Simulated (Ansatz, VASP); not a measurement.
TiSi2 in VASP and in Ansatz

Contents of INCAR:

```
  PREC = Accurate
  ENCUT = 520
  EDIFF = 1E-7
  ISMEAR = -1
  SIGMA = 0.05
  LREAL = F
  LASPH = T
  NELM = 60
  ALGO = Normal
  ISIF = 2
  LWAVE = F
  LCHARG = F
  GGA = PE
  NBANDS = 17
```

KPOINTS

```
Automatic mesh
0
Gamma
  12 12 12
```

Contents of POSCAR:

```
TiSi2
1.0
   -1.4922541174      1.7346606101      4.2675115011
    1.4922541174     -1.7346606101      4.2675115011
    1.4922541174      1.7346606101     -4.2675115011
Ti Si
1 2
Direct
    0.0000000000      0.0000000000      0.0000000000
    0.6700780000      0.6700780000      0.0000000000
    0.3299220000      0.3299220000      0.0000000000
```

input.yaml

```yaml
crystal:
  lattice:
    - [-1.4922541174, 1.7346606101, 4.2675115011]
    - [1.4922541174, -1.7346606101, 4.2675115011]
    - [1.4922541174, 1.7346606101, -4.2675115011]
  atoms:
    - { symbol: Ti, position: [0.0, 0.0, 0.0] }
    - { symbol: Si, position: [0.670078, 0.670078, 0.0] }
    - { symbol: Si, position: [0.329922, 0.329922, 0.0] }
kpoints:
  mp_grid: { grid: [12, 12, 12] }
scf:
  occupations: { method: fermi_dirac, width: 0.05 }
hamiltonian:
  xc: pbe
  pseudopotentials: { kind: all_electron, lapw: { basis_error: 0.001 } }
output:
  forces: true
  stress: true
  eigenvalues: true
```

Change from the starting cell: volume scaled by 1.04.

Alike in both runs: task single point; functional PBE; k mesh 12 × 12 × 12; occupations fermi-dirac, width 0.05 eV; no spin polarisation.

|  | VASP | Ansatz |
| --- | --- | --- |
| version | VASP 6.6.1 | Ansatz 0.2.0 |
| potentials or method | VASP PAW PBE potentials, release 64 (Ti_sv, Si), cutoff 520 eV | all-electron LAPW, scalar-relativistic |

Ansatz gave:

```
gap on the k mesh at the Fermi level (eV)                     : none
pressure (GPa)                                                : -4.8
traceless stress, the component that is largest in VASP (GPa) : 0.89
rms of the force components (eV/Å)                            : 0.022
```

Problem. What did VASP give for the same quantities?

Solution. gap on the k mesh at the Fermi level (eV): none; pressure (GPa): -4.8; traceless stress, the component that is largest in VASP (GPa): 0.90; rms of the force components (eV/Å): 0.020.

Atom by atom the forces differ by 0.001 eV/Å (rms over components). A gap of «none» marks a metal or a gap that the smearing closes. Ansatz ran all-electron here, and VASP with PAW potentials.
